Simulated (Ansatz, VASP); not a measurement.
**HfN: VASP beside Ansatz**

```
CELL_PARAMETERS angstrom
0.00000 2.16763 2.27381
2.27381 0.00000 2.27381
2.27381 2.16763 0.00000
ATOMIC_POSITIONS crystal
Hf 0.00134 0.99866 0.00134
N 0.48294 0.51706 0.48294
```

Change from the starting cell: mode 5 frozen in at -0.078 Å, normal strain along y -0.0467.

Alike in both runs: task single point; functional PBE; k mesh 16 × 16 × 16; occupations gaussian, width 0.15 eV; no spin polarisation.

|  | VASP | Ansatz |
| --- | --- | --- |
| version | VASP 6.6.1 | Ansatz 0.2.0 |
| potentials or method | VASP PAW PBE potentials, release 64 (Hf_pv, N), cutoff 520 eV | scalar-relativistic, plane waves, PAW |
| valence electrons in the cell | 15 | 31 |

|  | VASP | Ansatz | Ansatz less VASP |
| --- | --- | --- | --- |
| gap on the k mesh at the Fermi level (eV) | none | none | - |
| pressure (GPa) | 14.4 | 16.8 | +2.36 |
| traceless stress, the component that is largest in VASP (GPa) | 21.90 | 21.97 | +0.071 |
| rms of the force components (eV/Å) | 0.854 | 0.851 | -0.0023 |

Atom by atom the forces differ by 0.002 eV/Å (rms over components). A gap of «none» marks a metal or a gap that the smearing closes. VASP's potentials hold 15 valence electrons a cell and Ansatz's 31, so a difference there can come from the potentials and not from the codes.

Spin-orbit coupling is off throughout.
